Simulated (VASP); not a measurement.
# CsSnI3 (Pm-3m) in VASP: further runs, part 2 of 2

VASP 6.6.1. Earlier steps stand in the parts before.

## (5) Single point, r2SCAN (volume changed by -3%)

Input file POSCAR:

```
CsSnI3
1.0
    6.1783514088      0.0000000000      0.0000000000
    0.0000000000      6.1783514088      0.0000000000
    0.0000000000      0.0000000000      6.1783514088
Cs Sn I
1 1 3
Direct
    0.0000000000      0.0000000000      0.0000000000
    0.5000000000      0.5000000000      0.5000000000
    0.0000000000      0.5000000000      0.5000000000
    0.5000000000      0.0000000000      0.5000000000
    0.5000000000      0.5000000000      0.0000000000
```

Input file INCAR.step1:

```
SYSTEM = CsSnI3
ALGO     = Normal         ! electronic algorithm
EDIFF    = 1E-4           ! SCF threshold, eV
ENCUT    = 520            ! plane-wave cutoff, eV
GGA      = PE             ! functional
ISMEAR   = 0              ! smearing method
LASPH    = .True.         ! aspherical terms in the spheres
LCHARG   = .False.        ! write CHGCAR
LREAL    = .False.        ! projectors in reciprocal space
LWAVE    = .True.         ! write WAVECAR
NBANDS   = 30             ! bands
NELM     = 80             ! most SCF steps
PREC     = Accurate       ! precision mode
SIGMA    = 0.01           ! smearing width, eV
```

Input file INCAR.step2:

```
SYSTEM = CsSnI3
ALGO     = Normal         ! electronic algorithm
EDIFF    = 1E-6           ! SCF threshold, eV
ENCUT    = 520            ! plane-wave cutoff, eV
ISIF     = 2              ! what is computed and relaxed
ISMEAR   = 0              ! smearing method
ISTART   = 1            
LASPH    = .True.         ! aspherical terms in the spheres
LCHARG   = .False.        ! write CHGCAR
LMIXTAU  = .True.       
LREAL    = .False.        ! projectors in reciprocal space
LWAVE    = .False.        ! write WAVECAR
METAGGA  = R2SCAN         ! meta-GGA
NBANDS   = 30             ! bands
NELM     = 80             ! most SCF steps
PREC     = Accurate       ! precision mode
SIGMA    = 0.01           ! smearing width, eV
```

Input file KPOINTS:

```
k-points
0
Gamma
  4 4 4
  0 0 0
```

Potentials or basis: VASP PAW PBE potentials, release 64 (Cs_sv, Sn_d, I).

Run with:

```bash
$ cat potpaw_PBE.64/Cs_sv/POTCAR potpaw_PBE.64/Sn_d/POTCAR potpaw_PBE.64/I/POTCAR > POTCAR
$ cp INCAR.step1 INCAR
$ mpirun -np 1 vasp_std > vasp.out
$ cp INCAR.step2 INCAR
$ mpirun -np 1 vasp_std > vasp.out
```

OUTCAR:

```text
SYSTEM = CsSnI3
   EDIFF = 1E-6
   ENCUT = 520
   ISIF = 2
   ISMEAR = 0
   ISTART = 1
   LASPH = .True.
   LREAL = .False.
   METAGGA = R2SCAN
   NELM = 80
   PREC = Accurate

 ion  position               nearest neighbor table
   1  0.000  0.000  0.000-
   2  0.500  0.500  0.500-   3 3.09   4 3.09   5 3.09   5 3.09   4 3.09   3 3.09
   3  0.000  0.500  0.500-   2 3.09   2 3.09
   4  0.500  0.000  0.500-   2 3.09   2 3.09
   5  0.500  0.500  0.000-   2 3.09   2 3.09

  LATTYP: Found a simple cubic cell.
 ALAT       =     6.1783514088

  Lattice vectors:

 A1 = (   6.1783514088,   0.0000000000,   0.0000000000)
 A2 = (   0.0000000000,   6.1783514088,   0.0000000000)
 A3 = (   0.0000000000,   0.0000000000,   6.1783514088)

Analysis of symmetry for initial positions (statically):
=====================================================================
 Subroutine PRICEL returns:
 Original cell was already a primitive cell.

 Routine SETGRP: Setting up the symmetry group for a
 simple cubic supercell.

 Subroutine GETGRP returns: Found 48 space group operations
 (whereof 48 operations were pure point group operations)
 out of a pool of 48 trial point group operations.

The static configuration has the point symmetry O_h .

Analysis of symmetry for dynamics (positions and initial velocities):
=====================================================================
 Subroutine PRICEL returns:
 Original cell was already a primitive cell.

 Routine SETGRP: Setting up the symmetry group for a
 simple cubic supercell.

 Subroutine GETGRP returns: Found 48 space group operations
 (whereof 48 operations were pure point group operations)
 out of a pool of 48 trial point group operations.

The dynamic configuration has the point symmetry O_h .

 Subroutine INISYM returns: Found 48 space group operations
 (whereof 48 operations are pure point group operations),
 and found     1 'primitive' translations

----------------------------------------------------------------------------------------

                                     Primitive cell

  volume of cell :     235.8402

  direct lattice vectors                    reciprocal lattice vectors
     6.178351409  0.000000000  0.000000000     0.161855475  0.000000000  0.000000000
     0.000000000  6.178351409  0.000000000     0.000000000  0.161855475  0.000000000
     0.000000000  0.000000000  6.178351409     0.000000000  0.000000000  0.161855475

  length of vectors
     6.178351409  6.178351409  6.178351409     0.161855475  0.161855475  0.161855475

  position of ions in fractional coordinates (direct lattice)
     0.000000000  0.000000000  0.000000000
     0.500000000  0.500000000  0.500000000
     0.000000000  0.500000000  0.500000000
     0.500000000  0.000000000  0.500000000
     0.500000000  0.500000000  0.000000000

  ion indices of the primitive-cell ions
   primitive index   ion index
                 1           1
                 2           2
                 3           3
                 4           4
                 5           5

----------------------------------------------------------------------------------------
[... 26 lines left out ...]
            Coordinates               Weight
  0.000000  0.000000  0.000000      1.000000
  0.250000  0.000000  0.000000      6.000000
  0.500000  0.000000  0.000000      3.000000
  0.250000  0.250000  0.000000     12.000000
  0.500000  0.250000  0.000000     12.000000
  0.500000  0.500000  0.000000      3.000000
  0.250000  0.250000  0.250000      8.000000
  0.500000  0.250000  0.250000     12.000000
  0.500000  0.500000  0.250000      6.000000
  0.500000  0.500000  0.500000      1.000000
   k-points           NKPTS =     10   k-points in BZ     NKDIM =     10   number of bands    NBANDS=     30
   number of dos      NEDOS =    301   number of ions     NIONS =      5
   total plane-waves  NPLWV = 110592
   dimension x,y,z NGX =    48 NGY =   48 NGZ =   48
   dimension x,y,z NGXF=    96 NGYF=   96 NGZF=   96
   ions per type =               1   1   3
   NGX,Y,Z   is equivalent  to a cutoff of  12.92, 12.92, 12.92 a.u.
   NGXF,Y,Z  is equivalent  to a cutoff of  25.83, 25.83, 25.83 a.u.
 SYSTEM =  CsSnI3
   PREC   = accura    normal or accurate (medium, high low for compatibility)
   ISTART =      1    job   : 0-new  1-cont  2-samecut
   ICHARG =      0    charge: 1-file 2-atom 10-const
   ISPIN  =      1    spin polarized calculation?
   LNONCOLLINEAR =      F non collinear calculations
   LSORBIT =      F    spin-orbit coupling
   LASPH  =      T    aspherical Exc in radial PAW
   ENCUT  =  520.0 eV  38.22 Ry    6.18 a.u.  11.49 11.49 11.49*2*pi/ulx,y,z
   NELM   =     80;   NELMIN=  2; NELMDL=  0     # of ELM steps
   EDIFF  = 0.1E-05   stopping-criterion for ELM
   LREAL  =      F    real-space projection
   EDIFFG = 0.1E-04   stopping-criterion for IOM
   NSW    =      0    number of steps for IOM
   IBRION =     -1    ionic relax: 0-MD 1-quasi-New 2-CG
   NFREE  =      0    steps in history (QN), initial steepest desc. (CG)
   ISIF   =      2    stress and relaxation
   ISYM   =      2    0-nonsym 1-usesym 2-fastsym
   POTIM  = 0.5000    time-step for ionic-motion
   TEBEG  =    0.0;   TEEND  =   0.0 temperature during run
   PSTRESS=    0.0 pullay stress
   NELECT =      44.0000    total number of electrons
   NUPDOWN=      -1.0000    fix difference up-down
   EMIN   =  10.00;   EMAX   =-10.00  energy-range for DOS
   EFERMI =   0.00;   METHOD = LEGACY
   ISMEAR =     0;   SIGMA  =   0.01  broadening in eV -4-tet -1-fermi 0-gaus
   EFERMI_NEDOS =   21; number of points for ismear=-14 and -15
   IALGO  =     38    algorithm
   IMIX   =      4    mixing-type and parameters
     AMIX     =   0.40;   BMIX     =  1.00
     AMIX_MAG =   1.60;   BMIX_MAG =  1.00
  volume/ion in A,a.u.               =      47.17       318.31
  Fermi-wavevector in a.u.,A,eV,Ry     =   0.935448  1.767741 11.905962  0.875063
  Thomas-Fermi vector in A             =   2.062357
   LORBIT       =      0    0 simple, 1 ext, 2 COOP (PROOUT), +10 PAW based schemes
   METAGGA = R2SCAN    functional components
   LHFCALC =     F    Hartree Fock is set to
   AEXX    =    0.0000 exact exchange contribution
   IVDW    =     0    specifies the selected vdW correction
   LEPSILON=     F    determine dielectric tensor
   LRPA    =     F    only Hartree local field effects (RPA)
 non-spin polarized calculation
 Gauss-broadening in eV      SIGMA  =   0.01
  energy-cutoff  :      520.00
  volume of cell :      235.84
 maximum number of plane-waves:      6382
 NGX is ok and might be reduce to    48
   NGX = 23   NGY = 23   NGZ = 23

 number of electron      43.9999991 magnetization

 Free energy of the ion-electron system (eV)
  ---------------------------------------------------
  ext. energy  EPLUGINS =         0.00000000
  ---------------------------------------------------
  free energy    TOTEN  =      -128.61751412 eV

  energy without entropy =     -128.61751412  energy(sigma->0) =     -128.61751412

 E-fermi :   3.1150     XC(G=0):  -7.9639

 val. band max:        3.0278075848   @ k =   0.5000   0.5000   0.5000
 cond. band min:       3.3847548863   @ k =   0.5000   0.5000   0.5000
 fundamental gap:      0.3569473015
 Fermi energy:         3.1149835184

 k-point     1 :       0.0000    0.0000    0.0000
  band No.  band energies     occupation
      1     -20.1696      2.00000
      2     -19.9979      2.00000
      3     -19.9979      2.00000
      4     -19.9688      2.00000
      5     -19.9688      2.00000
      6     -19.9688      2.00000
[... 319 lines left out ...]
     29       7.2287      0.00000
     30       8.4625      0.00000

------------------------ aborting loop because EDIFF is reached ----------------------------------------

  FORCE on cell =-STRESS in cart. coord.  units (eV):
  Direction    XX          YY          ZZ          XY          YZ          ZX
  --------------------------------------------------------------------------------------
  -------------------------------------------------------------------------------------
  Total        0.8534414      0.8534414      0.8534414     -0.0000000     -0.0000000      0.0000000
  in kB        5.7978430      5.7978430      5.7978430     -0.0000000     -0.0000000      0.0000000
  external PRESSURE =       5.7978430 kB  Pullay stress =       0.0000000 kB

 VOLUME and BASIS-vectors are now :
 -----------------------------------------------------------------------------
  energy-cutoff  :      520.00
  volume of cell :      235.84
      direct lattice vectors                 reciprocal lattice vectors
     6.178351409  0.000000000  0.000000000     0.161855475  0.000000000  0.000000000
     0.000000000  6.178351409  0.000000000     0.000000000  0.161855475  0.000000000
     0.000000000  0.000000000  6.178351409     0.000000000  0.000000000  0.161855475

 POSITION                                       TOTAL-FORCE (eV/Angst)
 -----------------------------------------------------------------------------------
      0.00000      0.00000      0.00000         0.000000      0.000000      0.000000
      3.08918      3.08918      3.08918         0.000000      0.000000      0.000000
      0.00000      3.08918      3.08918         0.000000      0.000000      0.000000
      3.08918      0.00000      3.08918         0.000000      0.000000      0.000000
      3.08918      3.08918      0.00000         0.000000      0.000000      0.000000
 -----------------------------------------------------------------------------------
    total drift:                                0.000000     -0.000000     -0.000000

  FREE ENERGIE OF THE ION-ELECTRON SYSTEM (eV)
  ---------------------------------------------------
  free  energy   TOTEN  =      -128.6175141159 eV

  energy  without entropy=     -128.6175141159  energy(sigma->0) =     -128.61751412
```

Run time: 10 min. Hardware: 1 thread of AMD EPYC, shared host; peak memory 0.37 GiB.

What came out:

```yaml
Free_energy: -128.6175 eV
Pressure: 0.6 GPa
Band_gap_on_the_k_mesh: 0.36 eV, direct
```

Caveat: the PAW data sets were made with another functional, which shifts forces and pressure a little; spin-orbit coupling is left out, which moves the levels of the heavy elements. A k mesh can miss the band edges.

## (6) Overview

```csv
level,cell,gap on the mesh (eV),pressure (GPa)
PBE,"a = 6.362 Å, 5 atoms",0.61,-0.4
PBE,"a = 6.423 Å, 5 atoms",0.72,-0.8
r2SCAN,"a = 6.114 Å, 5 atoms",0.20,1.3
r2SCAN,"a = 6.178 Å, 5 atoms",0.36,0.6
```

Alike in all rows: task single point; potentials or basis VASP PAW PBE potentials, release 64 (Cs_sv, Sn_d, I); no spin polarisation; k mesh 4 × 4 × 4; cutoff (eV) 520; smearing gaussian 0.01 eV.

Caveats: spin-orbit coupling is left out, which moves the levels of the heavy elements; the PAW data sets were made with another functional, which shifts forces and pressure a little (some runs).

Total energies depend on the potentials used, so only differences within one code and one set of settings carry meaning.
